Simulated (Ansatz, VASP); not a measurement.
**MgH2: VASP beside Ansatz**

```xyz
6
Lattice="4.4770 0.0000 0.0000 0.0000 4.4770 0.0000 0.0000 0.0000 3.0075" Properties=species:S:1:pos:R:3 pbc="T T T"
Mg    0.0000    0.0000    0.0000
Mg    2.2385    2.2385    1.5038
H     1.3634    1.3634    0.0000
H     0.8751    3.6019    1.5038
H     3.1135    3.1135    0.0000
H     3.6019    0.8751    1.5038
```

Alike in both runs: task single point; functional PBEsol; k mesh 6 × 6 × 8; occupations gaussian, width 0.02 eV; no spin polarisation.

```csv
,VASP,Ansatz
version,VASP 6.6.1,Ansatz 0.2.0
potentials or method,"VASP PAW PBE potentials, release 64 (Mg, H), cutoff 600 eV","scalar-relativistic, plane waves, PAW"
valence electrons in the cell,8,24
```

|  | VASP | Ansatz | Ansatz less VASP |
| --- | --- | --- | --- |
| gap on the k mesh at the Fermi level (eV) | 3.58 | 3.57 | -0.001 |
| least direct gap on the mesh (eV) | 4.40 | 4.40 | -0.002 |
| pressure (GPa) | -0.1 | 0.0 | +0.13 |

VASP's potentials were made for PBE, not for PBEsol. With one functional, cell and mesh, what is left measures potentials, basis and numerics. VASP's potentials hold 8 valence electrons a cell and Ansatz's 24, so a difference there can come from the potentials and not from the codes.
